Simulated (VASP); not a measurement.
# Cd (Fm-3m) in VASP: a series of runs

The runs below take Cd through single point, with PBE.

Everything below comes from runs of VASP 6.6.1. Logs are shortened: lines on timing, memory, paths and dates and some standing lists are left out, and cuts for length are marked.

## Step 1: The cell of the first run

The structure is cubic, space group Fm-3m (No. 225). Conventional cell: a = 4.446 Å, b = 4.446 Å, c = 4.446 Å, α = 90.00°, β = 90.00°, γ = 90.00°. Within 4.1 Å of Cd (site symmetry m-3m) lie 12 Cd at 3.14 Å.

## Step 2: Single point, PBE (volume scaled by 0.96)

INCAR reads:

```
SYSTEM = Cd
PREC = Accurate
ENCUT = 520
EDIFF = 1E-6
ISMEAR = -1
SIGMA = 0.1
LREAL = .False.
LASPH = .True.
NELM = 60
ALGO = Normal
ISIF = 2
LWAVE = .False.
LCHARG = .False.
GGA = PE
NBANDS = 12
```

KPOINTS reads:

```
Automatic mesh
0
Gamma
  20 20 20
  0 0 0
```

POSCAR reads:

```
Cd
1.0
    0.0000000000      2.2232200057      2.2232200057
    2.2232200057      0.0000000000      2.2232200057
    2.2232200057      2.2232200057      0.0000000000
Cd
1
Direct
    0.0000000000      0.0000000000      0.0000000000
```

Potentials or basis: VASP PAW PBE potentials, release 64 (Cd).

Launch:

```bash
$ cat potpaw_PBE.64/Cd/POTCAR > POTCAR
$ mpirun -np 1 vasp_std > vasp.out
```

OUTCAR:

```text
SYSTEM = Cd
   PREC = Accurate
   ENCUT = 520
   EDIFF = 1E-6
   ISMEAR = -1
   LREAL = .False.
   LASPH = .True.
   NELM = 60
   ISIF = 2
   GGA = PE

 ion  position               nearest neighbor table
   1  0.000  0.000  0.000-

  LATTYP: Found a face centered cubic cell.
 ALAT       =     4.4464400114

  Lattice vectors:

 A1 = (   0.0000000000,   2.2232200057,   2.2232200057)
 A2 = (   2.2232200057,   0.0000000000,   2.2232200057)
 A3 = (   2.2232200057,   2.2232200057,   0.0000000000)

Analysis of symmetry for initial positions (statically):
=====================================================================
 Subroutine PRICEL returns:
 Original cell was already a primitive cell.

 Routine SETGRP: Setting up the symmetry group for a
 face centered cubic supercell.

 Subroutine GETGRP returns: Found 48 space group operations
 (whereof 48 operations were pure point group operations)
 out of a pool of 48 trial point group operations.

The static configuration has the point symmetry O_h .

Analysis of symmetry for dynamics (positions and initial velocities):
=====================================================================
 Subroutine PRICEL returns:
 Original cell was already a primitive cell.

 Routine SETGRP: Setting up the symmetry group for a
 face centered cubic supercell.

 Subroutine GETGRP returns: Found 48 space group operations
 (whereof 48 operations were pure point group operations)
 out of a pool of 48 trial point group operations.

The dynamic configuration has the point symmetry O_h .

 Subroutine INISYM returns: Found 48 space group operations
 (whereof 48 operations are pure point group operations),
 and found     1 'primitive' translations

----------------------------------------------------------------------------------------

                                     Primitive cell

  volume of cell :      21.9775

  direct lattice vectors                    reciprocal lattice vectors
     0.000000000  2.223220006  2.223220006    -0.224899020  0.224899020  0.224899020
     2.223220006  0.000000000  2.223220006     0.224899020 -0.224899020  0.224899020
     2.223220006  2.223220006  0.000000000     0.224899020  0.224899020 -0.224899020

  length of vectors
     3.144107884  3.144107884  3.144107884     0.389536529  0.389536529  0.389536529

  position of ions in fractional coordinates (direct lattice)
     0.000000000  0.000000000  0.000000000

  ion indices of the primitive-cell ions
   primitive index   ion index
                 1           1

----------------------------------------------------------------------------------------

 KPOINTS: Automatic mesh

Automatic generation of k-mesh.
 Grid dimensions read from file:
 generate k-points for:   20   20   20

 Generating k-lattice:

  Cartesian coordinates                     Fractional coordinates (reciprocal lattice)
    -0.011244951  0.011244951  0.011244951     0.050000000  0.000000000  0.000000000
     0.011244951 -0.011244951  0.011244951     0.000000000  0.050000000  0.000000000
     0.011244951  0.011244951 -0.011244951     0.000000000  0.000000000  0.050000000

  Length of vectors
     0.019476826  0.019476826  0.019476826

  Shift w.r.t. Gamma in fractional coordinates (k-lattice)
     0.000000000  0.000000000  0.000000000

 Subroutine IBZKPT returns following result:
 ===========================================

 Found    256 irreducible k-points:

 Following reciprocal coordinates:
            Coordinates               Weight
  0.000000  0.000000  0.000000      1.000000
  0.050000  0.000000  0.000000      8.000000
  0.100000  0.000000  0.000000      8.000000
  0.150000  0.000000  0.000000      8.000000
  0.200000  0.000000  0.000000      8.000000
  0.250000  0.000000  0.000000      8.000000
[... 16 lines left out ...]
 -0.400000  0.050000  0.000000     24.000000
 -0.350000  0.050000  0.000000     24.000000
 [... further k-points ...]
   k-points           NKPTS =    256   k-points in BZ     NKDIM =    256   number of bands    NBANDS=     12
   number of dos      NEDOS =    301   number of ions     NIONS =      1
   total plane-waves  NPLWV =  13824
   dimension x,y,z NGX =    24 NGY =   24 NGZ =   24
   dimension x,y,z NGXF=    48 NGYF=   48 NGZF=   48
   ions per type =               1
   NGX,Y,Z   is equivalent  to a cutoff of  12.69, 12.69, 12.69 a.u.
   NGXF,Y,Z  is equivalent  to a cutoff of  25.38, 25.38, 25.38 a.u.
 SYSTEM =  Cd
   PREC   = accura    normal or accurate (medium, high low for compatibility)
   ISTART =      0    job   : 0-new  1-cont  2-samecut
   ICHARG =      2    charge: 1-file 2-atom 10-const
   ISPIN  =      1    spin polarized calculation?
   LNONCOLLINEAR =      F non collinear calculations
   LSORBIT =      F    spin-orbit coupling
   LASPH  =      T    aspherical Exc in radial PAW
   ENCUT  =  520.0 eV  38.22 Ry    6.18 a.u.   5.85  5.85  5.85*2*pi/ulx,y,z
   NELM   =     60;   NELMIN=  2; NELMDL= -5     # of ELM steps
   EDIFF  = 0.1E-05   stopping-criterion for ELM
   LREAL  =      F    real-space projection
   EDIFFG = 0.1E-04   stopping-criterion for IOM
   NSW    =      0    number of steps for IOM
   IBRION =     -1    ionic relax: 0-MD 1-quasi-New 2-CG
   NFREE  =      0    steps in history (QN), initial steepest desc. (CG)
   ISIF   =      2    stress and relaxation
   ISYM   =      2    0-nonsym 1-usesym 2-fastsym
   POTIM  = 0.5000    time-step for ionic-motion
   TEBEG  =    0.0;   TEEND  =   0.0 temperature during run
   PSTRESS=    0.0 pullay stress
   NELECT =      12.0000    total number of electrons
   NUPDOWN=      -1.0000    fix difference up-down
   EMIN   =  10.00;   EMAX   =-10.00  energy-range for DOS
   EFERMI =   0.00;   METHOD = LEGACY
   ISMEAR =    -1;   SIGMA  =   0.10  broadening in eV -4-tet -1-fermi 0-gaus
   EFERMI_NEDOS =   21; number of points for ismear=-14 and -15
   IALGO  =     38    algorithm
   IMIX   =      4    mixing-type and parameters
     AMIX     =   0.40;   BMIX     =  1.00
     AMIX_MAG =   1.60;   BMIX_MAG =  1.00
  volume/ion in A,a.u.               =      21.98       148.31
  Fermi-wavevector in a.u.,A,eV,Ry     =   1.338062  2.528570 24.359995  1.790409
  Thomas-Fermi vector in A             =   2.466562
   LORBIT       =      0    0 simple, 1 ext, 2 COOP (PROOUT), +10 PAW based schemes
   GGA     = PE    functional components
   LHFCALC =     F    Hartree Fock is set to
   AEXX    =    0.0000 exact exchange contribution
   IVDW    =     0    specifies the selected vdW correction
   LEPSILON=     F    determine dielectric tensor
   LRPA    =     F    only Hartree local field effects (RPA)
 non-spin polarized calculation
  energy-cutoff  :      520.00
  volume of cell :       21.98
 maximum number of plane-waves:       609
   NGX = 11   NGY = 11   NGZ = 11

 number of electron      12.0000002 magnetization

 Free energy of the ion-electron system (eV)
  ---------------------------------------------------
  ext. energy  EPLUGINS =         0.00000000
  ---------------------------------------------------
  free energy    TOTEN  =        -0.74047777 eV

  energy without entropy =       -0.72946498  energy(sigma->0) =       -0.73497137

 E-fermi :   2.7845     XC(G=0): -10.9508

 val. band max:        2.7578672520   @ k =  -0.3500   0.4500   0.2000
 cond. band min:       2.8315229160   @ k =  -0.4000   0.2000   0.0000
 fundamental gap:      0.0736556640
 Fermi energy:         2.7845145804

 k-point     1 :       0.0000    0.0000    0.0000
  band No.  band energies     occupation
      1      -6.3323      2.00000
      2      -6.3323      2.00000
      3      -6.3323      2.00000
      4      -5.9491      2.00000
      5      -5.8858      2.00000
      6      -5.8858      2.00000
      7      16.6603      0.00000
      8      17.6744      0.00000
      9      17.6744      0.00000
     10      17.6744      0.00000
     11      21.0308      0.00000
     12      21.0308      0.00000

 k-point     2 :       0.0500    0.0000    0.0000
  band No.  band energies     occupation
      1      -6.3389      2.00000
      2      -6.3217      2.00000
      3      -6.3217      2.00000
      4      -5.8885      2.00000
      5      -5.8885      2.00000
      6      -5.8842      2.00000
      7      16.3095      0.00000
      8      17.0551      0.00000
      9      17.5650      0.00000
     10      17.5650      0.00000
     11      21.2159      0.00000
     12      21.2159      0.00000

 k-point     3 :       0.1000    0.0000    0.0000
  band No.  band energies     occupation
      1      -6.3666      2.00000
      2      -6.2934      2.00000
      3      -6.2934      2.00000
      4      -5.8935      2.00000
      5      -5.8935      2.00000
      6      -5.6804      2.00000
      7      14.6866      0.00000
      8      16.8972      0.00000
      9      17.2928      0.00000
     10      17.2928      0.00000
     11      21.4686      0.00000
     12      21.6947      0.00000

 k-point     4 :       0.1500    0.0000    0.0000
  band No.  band energies     occupation
      1      -6.4190      2.00000
      2      -6.2585      2.00000
      3      -6.2585      2.00000
      4      -5.8912      2.00000
      5      -5.8912      2.00000
      6      -5.3309      2.00000
      7      12.7814      0.00000
      8      16.8657      0.00000
      9      16.9496      0.00000
     10      16.9496      0.00000
     11      21.1835      0.00000
     12      22.1447      0.00000

 k-point     5 :       0.2000    0.0000    0.0000
  band No.  band energies     occupation
      1      -6.4890      2.00000
      2      -6.2349      2.00000
      3      -6.2349      2.00000
      4      -5.8664      2.00000
      5      -5.8664      2.00000
      6      -4.8378      2.00000
      7      10.8710      0.00000
      8      16.5926      0.00000
      9      16.5926      0.00000
     10      16.7793      0.00000
     11      20.9419      0.00000
     12      21.6566      0.00000
[... 228 lines left out ...]
      1      -6.7965      2.00000
      2      -6.3361      2.00000
      3      -6.3093      2.00000
      4      -5.5572      2.00000
      5      -5.5177      2.00000
      6       0.4057      2.00000
      7       1.6773      1.99997
      8      14.6834      0.00000
      9      14.9315      0.00000
     10      15.5814      0.00000
     11      19.5259      0.00000
     12      19.6764      0.00000

 k-point    22 :      -0.4500    0.0500    0.0000
  band No.  band energies     occupation
      1      -6.7921      2.00000
      2      -6.3320      2.00000
      3      -6.3096      2.00000
      4      -5.5474      2.00000
      5      -5.5388      2.00000
      6       0.0597      2.00000
      7       2.0622      1.99854
      8      14.4271      0.00000
      9      15.1979      0.00000
     10      15.6946      0.00000
     11      19.3442      0.00000
     12      19.7609      0.00000

 k-point    23 :      -0.4000    0.0500    0.0000
  band No.  band energies     occupation
      1      -6.7649      2.00000
      2      -6.3164      2.00000
      3      -6.2982      2.00000
      4      -5.5906      2.00000
      5      -5.5699      2.00000
      6      -1.0783      2.00000
      7       3.4702      0.00210
      8      14.2915      0.00000
      9      15.5777      0.00000
     10      15.9086      0.00000
     11      19.2798      0.00000
     12      19.8739      0.00000

 k-point    24 :      -0.3500    0.0500    0.0000
  band No.  band energies     occupation
      1      -6.7170      2.00000
      2      -6.2922      2.00000
      3      -6.2768      2.00000
      4      -5.6661      2.00000
      5      -5.6206      2.00000
      6      -2.1382      2.00000
      7       5.0295      0.00000
      8      14.2713      0.00000
      9      16.0479      0.00000
     10      16.2139      0.00000
     11      19.3464      0.00000
     12      19.9729      0.00000

 [... further k-points ...]

------------------------ aborting loop because EDIFF is reached ----------------------------------------

  FORCE on cell =-STRESS in cart. coord.  units (eV):
  Direction    XX          YY          ZZ          XY          YZ          ZX
  --------------------------------------------------------------------------------------
  -------------------------------------------------------------------------------------
  Total        0.2803728      0.2803728      0.2803728      0.0000000     -0.0000000      0.0000000
  in kB       20.4394437     20.4394437     20.4394437      0.0000000     -0.0000000      0.0000000
  external PRESSURE =      20.4394437 kB  Pullay stress =       0.0000000 kB

 VOLUME and BASIS-vectors are now :
 -----------------------------------------------------------------------------
  energy-cutoff  :      520.00
  volume of cell :       21.98
      direct lattice vectors                 reciprocal lattice vectors
     0.000000000  2.223220006  2.223220006    -0.224899020  0.224899020  0.224899020
     2.223220006  0.000000000  2.223220006     0.224899020 -0.224899020  0.224899020
     2.223220006  2.223220006  0.000000000     0.224899020  0.224899020 -0.224899020

 POSITION                                       TOTAL-FORCE (eV/Angst)
 -----------------------------------------------------------------------------------
      0.00000      0.00000      0.00000        -0.000000      0.000000      0.000000
 -----------------------------------------------------------------------------------
    total drift:                               -0.000000      0.000000      0.000000

  FREE ENERGIE OF THE ION-ELECTRON SYSTEM (eV)
  ---------------------------------------------------
  free  energy   TOTEN  =        -0.7404777663 eV

  energy  without entropy=       -0.7294649830  energy(sigma->0) =       -0.73497137
```

Run time: 17 s. Hardware: 1 thread of Intel Xeon 6975P-C (Granite Rapids), shared host; peak memory 0.18 GiB.

What came out:

| Quantity | Value |
| --- | --- |
| Free energy | -0.7405 eV |
| Pressure | 2.0 GPa |
| Band gap on the k mesh | zero (band 6 reaches 4.81 eV, above the bottom of band 7 at 1.45 eV) |

Caveat: the cell differs from its parent crystal (volume scaled by 0.96).

## Step 3: Single point, PBE

This run uses another cell than the first one, of 22.89 Å³/atom, 1.042 times its volume.

INCAR reads:

```
SYSTEM = Cd
PREC = Accurate
ENCUT = 520
EDIFF = 1E-6
ISMEAR = -1
SIGMA = 0.1
LREAL = .FALSE.
LASPH = .TRUE.
NELM = 60
ALGO = Normal
ISIF = 2
LWAVE = .FALSE.
LCHARG = .FALSE.
GGA = PE
NBANDS = 12
```

KPOINTS reads:

```
regular mesh
0
G
  20 20 20
  0 0 0
```

POSCAR reads:

```
Cd
1.0
    0.0000000000      2.2536788592      2.2536788592
    2.2536788592      0.0000000000      2.2536788592
    2.2536788592      2.2536788592      0.0000000000
Cd
1
Direct
    0.0000000000      0.0000000000      0.0000000000
```

Potentials or basis: VASP PAW PBE potentials, release 64 (Cd).

Launch:

```bash
$ cat potpaw_PBE.64/Cd/POTCAR > POTCAR
$ mpirun -np 1 vasp_std > vasp.out
```

Run time: 16 s. Hardware: 1 thread of Intel Xeon 6975P-C (Granite Rapids), shared host; peak memory 0.18 GiB.

The run converged. Its results:

```
Free energy            : -0.7464 eV
Pressure               : 0.1 GPa
Band gap on the k mesh : zero (band 6 reaches 4.35 eV, above the bottom of band 7 at 1.11 eV)
```

Levels at points of the mesh, in eV from the Fermi level:
| k point | band 2 | band 3 | band 4 | band 5 | band 6 | band 7 | band 8 | band 9 | band 10 | band 11 |
| --- | --- | --- | --- | --- | --- | --- | --- | --- | --- | --- |
| (0.00, 0.00, 0.00) | -9.00 | -9.00 | -8.60 | -8.60 | -8.43 | 13.74 | 14.49 | 14.49 | 14.49 | 17.79 |
| (0.50, 0.00, 0.00) | -9.00 | -9.00 | -8.26 | -8.26 | -2.12 | -1.38 | 12.13 | 12.13 | 12.86 | 15.96 |
| (0.50, 0.50, 0.00) | -9.50 | -8.28 | -8.17 | -8.17 | -0.67 | 1.22 | 6.64 | 6.64 | 10.72 | 10.74 |

## Step 4: Single point, PBE

This run uses another cell than the first one, of 22.89 Å³/atom, 1.042 times its volume.

INCAR reads:

```
PREC = Accurate ; ENCUT = 520
EDIFF = 1E-6 ; ISMEAR = -1
SIGMA = 0.1 ; LREAL = False
LASPH = True ; NELM = 100
ALGO = Normal ; ISIF = 2
LWAVE = False ; LCHARG = False
GGA = PE ; NBANDS = 12
```

KPOINTS reads:

```
Automatic mesh
0
Gamma
  20 20 20
```

POSCAR is that of step 3.

Launch:

```bash
$ cat potpaw_PBE.64/Cd/POTCAR > POTCAR
$ mpirun -np 1 vasp_std > vasp.out
```

Wall time 19 s (1 thread of Intel Xeon 6975P-C (Granite Rapids), shared host); peak memory 0.19 GiB.

The run converged. Its results:

```yaml
Free_energy: -0.7464 eV
Pressure: 0.1 GPa
Band_gap_on_the_k_mesh: zero (band 6 reaches 4.35 eV, above the bottom of band 7 at 1.11 eV)
```

Levels at points of the mesh, in eV from the Fermi level:
```
           k point  band 3  band 4  band 5  band 6  band 7  band 8  band 9  band 10
(0.00, 0.00, 0.00)   -9.00   -8.60   -8.60   -8.43   13.74   14.49   14.49    14.49
(0.50, 0.00, 0.00)   -9.00   -8.26   -8.26   -2.12   -1.38   12.13   12.13    12.86
(0.50, 0.50, 0.00)   -8.28   -8.17   -8.17   -0.67    1.22    6.64    6.64    10.72
```
